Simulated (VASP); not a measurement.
Crystal: Si.

```
CELL_PARAMETERS angstrom
2.44400 0.00000 0.00000
-1.22200 2.11657 0.00000
0.00000 0.00000 4.15200
ATOMIC_POSITIONS crystal
Si 0.33333 0.66667 0.25000
Si 0.66667 0.33333 0.75000
```

Program: VASP 6.6.1. Alike in all runs: task single point; level RPBE; potentials or basis VASP PAW PBE potentials, release 64 (Si); no spin polarisation; cell as given; cutoff (eV) 520; smearing fermi-dirac 0.1 eV. Hardware: 1 thread of Intel Xeon 8259CL, with other jobs on the host.

Q: Order these runs on this cell by their wall time, lowest first.
A. k mesh 3 × 3 × 2
B. k mesh 8 × 8 × 4
C. k mesh 10 × 10 × 6

A: A (3.1 s), B (6.5 s), C (14 s).

Caveats: some runs use coarse meshes.
